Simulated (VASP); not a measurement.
# Nb4P3 (P4/mmm) in VASP: further runs

Runs on Nb4P3. Level: PBE. Tasks: relaxation of cell and atoms, single point.

Everything below comes from runs of VASP 6.6.1. Logs are shortened: lines on timing, memory, paths and dates and some standing lists are left out, and cuts for length are marked.

### Step 1. The cell of the first run

Symmetry: P4/mmm, No. 123, tetragonal system. The conventional cell has a = 3.606 Å, b = 3.606 Å, c = 10.200 Å, α = 90.00°, β = 90.00°, γ = 90.00°. Nb (site symmetry 4/mmm) has 2 P at 2.55 Å within 3.4 Å. Nb (site symmetry 4mm) has 5 P at 2.55 Å within 3.4 Å. Nb (site symmetry 4/mmm) has 6 P at 2.55 Å within 3.4 Å. P (site symmetry 4mm) has 6 Nb at 2.55 Å within 3.4 Å. P (site symmetry 4/mmm) has 6 Nb at 2.55 Å within 3.4 Å.

### Step 2. Relaxation of cell and atoms, PBE (atoms taken out)

Input file INCAR:

```
SYSTEM = Nb4P3
PREC = Accurate ; ENCUT = 600
EDIFF = 1E-6 ; ISMEAR = 0
SIGMA = 0.1 ; LREAL = .False.
LASPH = .True. ; NELM = 100
ALGO = Normal ; ISIF = 3
LWAVE = .False. ; LCHARG = .False.
GGA = PE ; IBRION = 2
NSW = 90 ; EDIFFG = -0.04
```

Input file KPOINTS:

```
regular mesh
0
Gamma
  6 6 2
  0 0 0
```

Input file POSCAR:

```
Nb4P3
1.0
    3.6062445800      0.0000000000      0.0000000000
    0.0000000000      3.6062445800      0.0000000000
    0.0000000000      0.0000000000     10.2000000000
Nb P
4 3
Direct
    0.0000000000      0.0000000000      0.0000000000
    0.5000000000      0.5000000000      0.7500000000
    0.0000000000      0.0000000000      0.5000000000
    0.5000000000      0.5000000000      0.2500000000
    0.0000000000      0.0000000000      0.7500000000
    0.5000000000      0.5000000000      0.5000000000
    0.0000000000      0.0000000000      0.2500000000
```

Potentials or basis: VASP PAW PBE potentials, release 64 (Nb_sv, P).

The run is started by

```bash
> cat potpaw_PBE.64/Nb_sv/POTCAR potpaw_PBE.64/P/POTCAR > POTCAR
> mpirun -np 1 vasp_std > vasp.out
```

OUTCAR:

```text
SYSTEM = Nb4P3
   PREC = Accurate
   ENCUT = 600
   EDIFF = 1E-6
   ISMEAR = 0
   LREAL = .False.
   LASPH = .True.
   NELM = 100
   ISIF = 3
   GGA = PE
   IBRION = 2
   NSW = 90
   EDIFFG = -0.04

 ion  position               nearest neighbor table
   1  0.000  0.000  0.000-   5 2.55   7 2.55
   2  0.500  0.500  0.750-   5 2.55   5 2.55   5 2.55   5 2.55   6 2.55
   3  0.000  0.000  0.500-   6 2.55   6 2.55   6 2.55   6 2.55   7 2.55   5 2.55
   4  0.500  0.500  0.250-   7 2.55   7 2.55   7 2.55   7 2.55   6 2.55
   5  0.000  0.000  0.750-   2 2.55   2 2.55   2 2.55   2 2.55   3 2.55   1 2.55
   6  0.500  0.500  0.500-   3 2.55   3 2.55   3 2.55   3 2.55   4 2.55   2 2.55
   7  0.000  0.000  0.250-   4 2.55   4 2.55   4 2.55   4 2.55   1 2.55   3 2.55

  LATTYP: Found a simple tetragonal cell.
 ALAT       =     3.6062445800
 C/A-ratio  =     2.8284271279

  Lattice vectors:

 A1 = (   3.6062445800,   0.0000000000,   0.0000000000)
 A2 = (   0.0000000000,   3.6062445800,   0.0000000000)
 A3 = (   0.0000000000,   0.0000000000,  10.2000000000)

Analysis of symmetry for initial positions (statically):
=====================================================================
 Subroutine PRICEL returns:
 Original cell was already a primitive cell.

 Routine SETGRP: Setting up the symmetry group for a
 simple tetragonal supercell.

 Subroutine GETGRP returns: Found 16 space group operations
 (whereof 16 operations were pure point group operations)
 out of a pool of 16 trial point group operations.

The static configuration has the point symmetry D_4h.

Analysis of symmetry for dynamics (positions and initial velocities):
=====================================================================
 Subroutine PRICEL returns:
 Original cell was already a primitive cell.

 Routine SETGRP: Setting up the symmetry group for a
 simple tetragonal supercell.

 Subroutine GETGRP returns: Found 16 space group operations
 (whereof 16 operations were pure point group operations)
 out of a pool of 16 trial point group operations.

The dynamic configuration has the point symmetry D_4h.

 Subroutine INISYM returns: Found 16 space group operations
 (whereof 16 operations are pure point group operations),
 and found     1 'primitive' translations

----------------------------------------------------------------------------------------

                                     Primitive cell

  volume of cell :     132.6510

  direct lattice vectors                    reciprocal lattice vectors
     3.606244580  0.000000000  0.000000000     0.277296777  0.000000000  0.000000000
     0.000000000  3.606244580  0.000000000     0.000000000  0.277296777  0.000000000
     0.000000000  0.000000000 10.200000000     0.000000000  0.000000000  0.098039216

  length of vectors
     3.606244580  3.606244580 10.200000000     0.277296777  0.277296777  0.098039216

  position of ions in fractional coordinates (direct lattice)
     0.000000000  0.000000000  0.000000000
     0.500000000  0.500000000  0.750000000
     0.000000000  0.000000000  0.500000000
     0.500000000  0.500000000  0.250000000
     0.000000000  0.000000000  0.750000000
     0.500000000  0.500000000  0.500000000
     0.000000000  0.000000000  0.250000000

  ion indices of the primitive-cell ions
   primitive index   ion index
                 1           1
                 2           2
                 3           3
                 4           4
                 5           5
                 6           6
                 7           7

----------------------------------------------------------------------------------------

 KPOINTS: regular mesh

Automatic generation of k-mesh.
 Grid dimensions read from file:
 generate k-points for:    6    6    2

 Generating k-lattice:

  Cartesian coordinates                     Fractional coordinates (reciprocal lattice)
     0.046216130  0.000000000  0.000000000     0.166666667  0.000000000  0.000000000
     0.000000000  0.046216130  0.000000000     0.000000000  0.166666667  0.000000000
     0.000000000  0.000000000  0.049019608     0.000000000  0.000000000  0.500000000

  Length of vectors
     0.046216130  0.046216130  0.049019608

  Shift w.r.t. Gamma in fractional coordinates (k-lattice)
     0.000000000  0.000000000  0.000000000

 Subroutine IBZKPT returns following result:
 ===========================================

 Found     20 irreducible k-points:

 Following reciprocal coordinates:
            Coordinates               Weight
  0.000000  0.000000  0.000000      1.000000
  0.166667  0.000000  0.000000      4.000000
  0.333333  0.000000  0.000000      4.000000
  0.500000  0.000000  0.000000      2.000000
  0.166667  0.166667  0.000000      4.000000
  0.333333  0.166667  0.000000      8.000000
[... 12 lines left out ...]
  0.500000  0.333333  0.500000      4.000000
  0.500000  0.500000  0.500000      1.000000
   k-points           NKPTS =     20   k-points in BZ     NKDIM =     20   number of bands    NBANDS=     40
   number of dos      NEDOS =    301   number of ions     NIONS =      7
   total plane-waves  NPLWV =  75600
   dimension x,y,z NGX =    30 NGY =   30 NGZ =   84
   dimension x,y,z NGXF=    60 NGYF=   60 NGZF=  168
   ions per type =               4   3
   NGX,Y,Z   is equivalent  to a cutoff of  13.83, 13.83, 13.69 a.u.
   NGXF,Y,Z  is equivalent  to a cutoff of  27.66, 27.66, 27.38 a.u.
 SYSTEM =  Nb4P3
   PREC   = accura    normal or accurate (medium, high low for compatibility)
   ISTART =      0    job   : 0-new  1-cont  2-samecut
   ICHARG =      2    charge: 1-file 2-atom 10-const
   ISPIN  =      1    spin polarized calculation?
   LNONCOLLINEAR =      F non collinear calculations
   LSORBIT =      F    spin-orbit coupling
   LASPH  =      T    aspherical Exc in radial PAW
   ENCUT  =  600.0 eV  44.10 Ry    6.64 a.u.   7.20  7.20 20.37*2*pi/ulx,y,z
   NELM   =    100;   NELMIN=  2; NELMDL= -5     # of ELM steps
   EDIFF  = 0.1E-05   stopping-criterion for ELM
   LREAL  =      F    real-space projection
   EDIFFG = -.4E-01   stopping-criterion for IOM
   NSW    =     90    number of steps for IOM
   IBRION =      2    ionic relax: 0-MD 1-quasi-New 2-CG
   NFREE  =      1    steps in history (QN), initial steepest desc. (CG)
   ISIF   =      3    stress and relaxation
   ISYM   =      2    0-nonsym 1-usesym 2-fastsym
   POTIM  = 0.5000    time-step for ionic-motion
   TEBEG  =    0.0;   TEEND  =   0.0 temperature during run
   PSTRESS=    0.0 pullay stress
   NELECT =      67.0000    total number of electrons
   NUPDOWN=      -1.0000    fix difference up-down
   EMIN   =  10.00;   EMAX   =-10.00  energy-range for DOS
   EFERMI =   0.00;   METHOD = LEGACY
   ISMEAR =     0;   SIGMA  =   0.10  broadening in eV -4-tet -1-fermi 0-gaus
   EFERMI_NEDOS =   21; number of points for ismear=-14 and -15
   IALGO  =     38    algorithm
   IMIX   =      4    mixing-type and parameters
     AMIX     =   0.40;   BMIX     =  1.00
     AMIX_MAG =   1.60;   BMIX_MAG =  1.00
  volume/ion in A,a.u.               =      18.95       127.88
  Fermi-wavevector in a.u.,A,eV,Ry     =   1.303756  2.463741 23.126900  1.699779
  Thomas-Fermi vector in A             =   2.434737
   LORBIT       =      0    0 simple, 1 ext, 2 COOP (PROOUT), +10 PAW based schemes
   GGA     = PE    functional components
   LHFCALC =     F    Hartree Fock is set to
   AEXX    =    0.0000 exact exchange contribution
   IVDW    =     0    specifies the selected vdW correction
   LEPSILON=     F    determine dielectric tensor
   LRPA    =     F    only Hartree local field effects (RPA)
 conjugate gradient relaxation of ions
 non-spin polarized calculation
 Gauss-broadening in eV      SIGMA  =   0.10
  energy-cutoff  :      600.00
  volume of cell :      132.65
 maximum number of plane-waves:      4460
 NGX is ok and might be reduce to    30
   NGX = 15   NGY = 15   NGZ = 41

--------------------------------------- Ionic step        1  -------------------------------------------

 number of electron      66.9999996 magnetization

 Free energy of the ion-electron system (eV)
  ---------------------------------------------------
  ext. energy  EPLUGINS =         0.00000000
  ---------------------------------------------------
  free energy    TOTEN  =       -59.52604690 eV

  energy without entropy =      -59.49825852  energy(sigma->0) =      -59.51215271

 E-fermi :   9.3290     XC(G=0): -11.2791

 val. band max:        9.2982536167   @ k =   0.3333   0.0000   0.0000
 cond. band min:       9.3698832886   @ k =   0.3333   0.1667   0.0000
 fundamental gap:      0.0716296719
 Fermi energy:         9.3290317658

 k-point     1 :       0.0000    0.0000    0.0000
  band No.  band energies     occupation
      1     -46.3615      2.00000
      2     -46.3479      2.00000
      3     -46.3421      2.00000
      4     -46.0879      2.00000
      5     -22.4990      2.00000
      6     -22.4625      2.00000
[... 965 lines left out ...]
  FREE ENERGIE OF THE ION-ELECTRON SYSTEM (eV)
  ---------------------------------------------------
  free  energy   TOTEN  =       -60.0089021137 eV

  energy  without entropy=      -59.9817087450  energy(sigma->0) =      -59.99530543

[... ionic steps 4 to 11 ...]

--------------------------------------- Ionic step       12  -------------------------------------------

 number of electron      67.0000001 magnetization

------------------------ aborting loop because EDIFF is reached ----------------------------------------

  FORCE on cell =-STRESS in cart. coord.  units (eV):
  Direction    XX          YY          ZZ          XY          YZ          ZX
  --------------------------------------------------------------------------------------
  -------------------------------------------------------------------------------------
  Total        0.3544142      0.3544142      0.1249562      0.0000000      0.0000000     -0.0000000
  in kB        4.6979359      4.6979359      1.6563559      0.0000000      0.0000000     -0.0000000
  external PRESSURE =       3.6840759 kB  Pullay stress =       0.0000000 kB
[... 67 lines left out ...]
  energy  without entropy=      -60.0558427247  energy(sigma->0) =      -60.06793167

--------------------------------------- Ionic step       14  -------------------------------------------

 number of electron      67.0000001 magnetization

 Free energy of the ion-electron system (eV)
  ---------------------------------------------------
  ext. energy  EPLUGINS =         0.00000000
  ---------------------------------------------------
  free energy    TOTEN  =       -60.08212045 eV

  energy without entropy =      -60.05639556  energy(sigma->0) =      -60.06925801

 E-fermi :  10.5000     XC(G=0): -11.7325

 val. band max:       10.4983839976   @ k =   0.3333   0.0000   0.0000
 cond. band min:      10.5192096762   @ k =   0.5000   0.0000   0.0000
 fundamental gap:      0.0208256786
 Fermi energy:        10.4999530178

 k-point     1 :       0.0000    0.0000    0.0000
  band No.  band energies     occupation
      1     -45.0938      2.00000
      2     -45.0211      2.00000
      3     -45.0198      2.00000
      4     -44.6132      2.00000
      5     -21.2865      2.00000
      6     -21.2017      2.00000
[... 883 lines left out ...]
  FREE ENERGIE OF THE ION-ELECTRON SYSTEM (eV)
  ---------------------------------------------------
  free  energy   TOTEN  =       -60.0821204480 eV

  energy  without entropy=      -60.0563955645  energy(sigma->0) =      -60.06925801

 reached required accuracy - stopping structural energy minimisation
```

Run time: 19 min. Hardware: 1 thread of Intel Xeon Platinum 8488C (Sapphire Rapids), shared host; peak memory 0.33 GiB.

What came out:

```
Free energy                           : -60.0821 eV
Relaxed volume                        : 17.28 Å³/atom
Relaxed cell                          : a = 3.522 Å, b = 3.522 Å, c = 9.748 Å, α = 90.00°, β = 90.00°, γ = 90.00°
Space group after relaxing (to 0.1 Å) : P4/mmm (No. 123)
Energy gained by relaxing             : 79.4 meV/atom
Ionic steps                           : 14
Pressure after relaxing               : 0.1 GPa
Largest force after relaxing          : 0.022 eV/Å
Band gap on the k mesh                : zero (an odd number of electrons rules out a gap without spin polarisation)
```

Forces in eV/Å, atoms in the order of the input:
```
Nb   0.000  0.000  0.000
Nb   0.000  0.000  0.012
Nb   0.000  0.000  0.000
Nb   0.000  0.000 -0.012
P    0.000  0.000 -0.022
P    0.000  0.000  0.000
P    0.000  0.000  0.022
```

Step by step:
```
step  energy change (eV)  largest force (eV/Å)  pressure (GPa)  volume (Å³)
   1              0.0000                1.0128          -11.70       132.65
   2              0.5338                1.3171           26.14       107.80
   3             -0.4829                0.8868            0.08       121.67
   4             -0.4835                0.8787            0.53       121.35
   5             -0.5369                0.2811            0.30       121.40
   6             -0.5403                0.2479            0.27       121.42
   7             -0.5445                0.1009           -0.60       121.91
   8             -0.5450                0.1372           -0.39       121.79
   9             -0.5485                0.1113            0.13       121.30
  10             -0.5499                0.0828            0.75       120.74
  11             -0.5516                0.0718            0.66       120.77
  12             -0.5552                0.0366            0.37       120.87
  13             -0.5540                0.0346           -0.17       121.06
  14             -0.5561                0.0218            0.14       120.94
```

Final structure:
```
Nb P
1.0
     3.52243    0.00000    0.00000
     0.00000    3.52243    0.00000
     0.00000    0.00000    9.74751
Nb P
4 3
Cartesian
  0.0000 0.0000 0.0000
  1.7612 1.7612 7.3966
  0.0000 0.0000 4.8738
  1.7612 1.7612 2.3509
  0.0000 0.0000 7.3699
  1.7612 1.7612 4.8738
  0.0000 0.0000 2.3776
```

Levels at points of the mesh, in eV from the Fermi level:
```
           k point  band 30  band 31  band 32  band 33  band 34  band 35  band 36  band 37
(0.00, 0.00, 0.00)    -2.22    -1.33    -1.33    -1.11    -0.94    -0.94    -0.68    -0.60
(0.50, 0.00, 0.00)    -1.29    -0.83     0.02     0.12     0.41     1.16     1.21     1.45
(0.50, 0.50, 0.00)    -1.91    -1.72    -0.38    -0.38     0.19     0.72     1.14     1.14
(0.00, 0.00, 0.50)    -2.18    -1.82    -1.82    -1.08    -0.75    -0.48    -0.39    -0.39
(0.50, 0.00, 0.50)    -1.10    -0.94    -0.23     0.45     0.98     1.02     1.17     1.27
(0.50, 0.50, 0.50)    -2.65    -1.45    -0.70    -0.70     0.39     1.28     1.28     1.31
```

Caveat: the cell differs from its parent crystal (atoms taken out).

### Step 3. Single point, PBE (atoms taken out)

Input file INCAR:

```
PREC     = Accurate       # precision mode
ENCUT    = 520            # plane-wave cutoff, eV
EDIFF    = 1E-6           # SCF threshold, eV
ISMEAR   = 0              # smearing method
SIGMA    = 0.1            # smearing width, eV
LREAL    = False          # projectors in reciprocal space
LASPH    = True           # aspherical terms in the spheres
NELM     = 100            # most SCF steps
ALGO     = Normal         # electronic algorithm
ISIF     = 2              # what is computed and relaxed
LWAVE    = False          # write WAVECAR
LCHARG   = False          # write CHGCAR
GGA      = PE             # functional
NBANDS   = 42             # bands
```

Input file KPOINTS:

```
regular mesh
0
Gamma
  10 10 4
```

Input file POSCAR:

```
Nb4P3
1.0
    3.5257763627      0.0000000000      0.0000000000
    0.0000000000      3.5257763627      0.0000000000
    0.0000000000      0.0000000000      9.7677074095
Nb P
4 3
Direct
    0.0000000000      0.0000000000      0.0000000000
    0.5000000000      0.5000000000      0.7564412974
    0.0000000000      0.0000000000      0.5000000000
    0.5000000000      0.5000000000      0.2435587026
    0.0000000000      0.0000000000      0.7563518072
    0.5000000000      0.5000000000      0.5000000000
    0.0000000000      0.0000000000      0.2436481928
```

Potentials or basis: VASP PAW PBE potentials, release 64 (Nb_sv, P).

The run is started by

```bash
> cat potpaw_PBE.64/Nb_sv/POTCAR potpaw_PBE.64/P/POTCAR > POTCAR
> mpirun -np 1 vasp_std > vasp.out
```

Wall time 4.4 min (1 thread of Intel Xeon Platinum 8488C (Sapphire Rapids), shared host); peak memory 0.39 GiB.

Results (log left out):

| Quantity | Value |
| --- | --- |
| Free energy | -60.1212 eV |
| Pressure | -0.4 GPa |
| Largest force | 0.007 eV/Å |
| Band gap on the k mesh | zero (an odd number of electrons rules out a gap without spin polarisation) |

Forces in eV/Å, atoms in the order of the input:
```
Nb   0.000  0.000  0.000
Nb   0.000  0.000 -0.007
Nb   0.000  0.000  0.000
Nb   0.000  0.000  0.007
P    0.000  0.000 -0.002
P    0.000  0.000  0.000
P    0.000  0.000  0.002
```

Levels at points of the mesh, in eV from the Fermi level:
| k point | band 31 | band 32 | band 33 | band 34 | band 35 | band 36 |
| --- | --- | --- | --- | --- | --- | --- |
| (0.00, 0.00, 0.00) | -1.29 | -1.29 | -1.04 | -0.91 | -0.91 | -0.59 |
| (0.50, 0.00, 0.00) | -0.80 | 0.09 | 0.19 | 0.46 | 1.24 | 1.28 |
| (0.50, 0.50, 0.00) | -1.65 | -0.23 | -0.23 | 0.24 | 0.75 | 1.26 |
| (0.00, 0.00, 0.50) | -1.79 | -1.79 | -1.02 | -0.66 | -0.48 | -0.38 |
| (0.50, 0.00, 0.50) | -0.91 | -0.17 | 0.53 | 1.05 | 1.11 | 1.18 |
| (0.50, 0.50, 0.50) | -1.41 | -0.55 | -0.55 | 0.43 | 1.34 | 1.42 |

Caveat: the cell differs from its parent crystal (atoms taken out).
